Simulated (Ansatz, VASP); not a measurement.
One calculation of KCl, two programs

```
CELL_PARAMETERS angstrom
0.00000 3.12912 3.12912
3.12912 0.00000 3.12912
3.12912 3.12912 0.00000
ATOMIC_POSITIONS crystal
K 0.00000 0.00000 0.00000
Cl 0.50000 0.50000 0.50000
```

Change from the starting cell: hydrostatic strain -0.5%.

Alike in both runs: task single point; functional r2SCAN; k mesh 8 × 8 × 8; no spin polarisation.

```csv
,VASP,Ansatz
version,VASP 6.6.1,Ansatz 0.2.0
potentials or method,"VASP PAW PBE potentials, release 64 (K_sv, Cl)","plane waves, PAW"
plane-wave cutoff (eV),520,500
occupations,"gaussian, width 0.01 eV",fixed
valence electrons in the cell,16,16
```

|  | VASP | Ansatz | Ansatz less VASP |
| --- | --- | --- | --- |
| gap on the k mesh at the Fermi level (eV) | 5.89 | 5.89 | -0.004 |
| pressure (GPa) | 0.3 | 0.3 | +0.03 |

VASP's potentials were made for PBE, not for r2SCAN.
